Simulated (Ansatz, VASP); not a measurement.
# AlRu: VASP beside Ansatz

Contents of POSCAR:

```
AlRu
1.0
    3.0324730129      0.3646081922      0.3646081922
    0.3646081922      3.0324730129      0.3646081922
    0.3646081922      0.3646081922      3.0324730129
Al Ru
1 1
Direct
    0.0000000000      0.0000000000      0.0000000000
    0.5000000000      0.5000000000      0.5000000000
```

INCAR.step1

```
PREC     = Accurate       # precision mode
ENCUT    = 520            # plane-wave cutoff, eV
ISMEAR   = 0              # smearing method
SIGMA    = 0.15           # smearing width, eV
LREAL    = False          # projectors in reciprocal space
LASPH    = True           # aspherical terms in the spheres
NELM     = 60             # most SCF steps
NBANDS   = 16             # bands
GGA      = PE             # functional
ALGO     = Normal         # electronic algorithm
EDIFF    = 1E-4           # SCF threshold, eV
LWAVE    = True           # write WAVECAR
LCHARG   = False          # write CHGCAR
```

The input INCAR.step2:

```
PREC     = Accurate       # precision mode
ENCUT    = 520            # plane-wave cutoff, eV
EDIFF    = 1E-6           # SCF threshold, eV
ISMEAR   = 0              # smearing method
SIGMA    = 0.15           # smearing width, eV
LREAL    = False          # projectors in reciprocal space
LASPH    = True           # aspherical terms in the spheres
NELM     = 60             # most SCF steps
ALGO     = Normal         # electronic algorithm
ISIF     = 2              # what is computed and relaxed
LWAVE    = False          # write WAVECAR
LCHARG   = True           # write CHGCAR
METAGGA  = R2SCAN         # meta-GGA
LMIXTAU  = True         
LELF     = True           # ELF
LVHAR    = True         
NBANDS   = 16             # bands
ISTART   = 1
```

KPOINTS

```
Automatic mesh
0
Gamma
  22 22 22
```

Input for Ansatz:

```yaml
crystal:
  lattice:
    - [3.0324730129, 0.3646081922, 0.3646081922]
    - [0.3646081922, 3.0324730129, 0.3646081922]
    - [0.3646081922, 0.3646081922, 3.0324730129]
  atoms:
    - { symbol: Al, position: [0.0, 0.0, 0.0] }
    - { symbol: Ru, position: [0.5, 0.5, 0.5] }
basis:
  ecutwfc: 500
kpoints:
  mp_grid: { grid: [22, 22, 22] }
hamiltonian:
  xc: r2scan
scf:
  occupations: { method: gaussian, width: 0.15 }
output:
  forces: true
  stress: true
  eigenvalues: true
```

Alike in both runs: task single point; functional r2SCAN; k mesh 22 × 22 × 22; occupations gaussian, width 0.15 eV; no spin polarisation.

|  | VASP | Ansatz |
| --- | --- | --- |
| version | VASP 6.6.1 | Ansatz 0.2.0 |
| potentials or method | VASP PAW PBE potentials, release 64 (Al, Ru_pv), cutoff 520 eV | scalar-relativistic, plane waves, PAW |
| valence electrons in the cell | 17 | 19 |

```csv
,VASP,Ansatz,Ansatz less VASP
gap on the k mesh at the Fermi level (eV),none,none,-
pressure (GPa),12.2,12.1,-0.12
"traceless stress, the component that is largest in VASP (GPa)",-11.65,-11.60,+0.042
```

VASP's potentials were made for PBE, not for r2SCAN. A gap of «none» marks a metal or a gap that the smearing closes. VASP's potentials hold 17 valence electrons a cell and Ansatz's 19, so a difference there can come from the potentials and not from the codes.
